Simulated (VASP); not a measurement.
PtS2:

```
Pt S
1.0
     3.49531    0.00000    0.00000
    -1.74766    3.02703    0.00000
     0.00000    0.00000    4.97070
Pt S
1 2
Direct
  0.00000 0.00000 0.00000
  0.66667 0.33333 0.77300
  0.33333 0.66667 0.22700
```

This cell differs from its parent crystal: volume scaled by 0.96.

Base run:

```yaml
Program: VASP 6.6.1
Functional: PBEsol
Potentials_or_basis: VASP PAW PBE potentials, release 64 (Pt, S)
Cutoff: 520 eV
k_mesh: 9 × 9 × 5
Occupations: fermi-dirac, width 0.05 eV
Spin: no spin polarisation
```

Its results: band gap on the k mesh 1.01 eV, indirect (least direct gap 1.05 eV); pressure 13.6 GPa; largest force 1.601 eV/Å.

Question: The run is repeated on the same cell with these changes: functional from PBEsol to LDA; potentials or basis from VASP PAW PBE potentials, release 64 (Pt, S) to VASP PAW LDA potentials, release 64 (Pt, S). What comes out?

Answer: Band gap on the k mesh 0.95 eV, indirect (least direct gap 1.01 eV); pressure 10.9 GPa; largest force 1.466 eV/Å.

Caveats: spin-orbit coupling is left out, which moves the levels of the heavy elements; the PAW data sets were made with another functional, which shifts forces and pressure a little (some runs); forces of over 1 eV/Å act on the atoms, so gaps and moduli don't describe the material at rest (some runs).

A k mesh can miss the band edges.
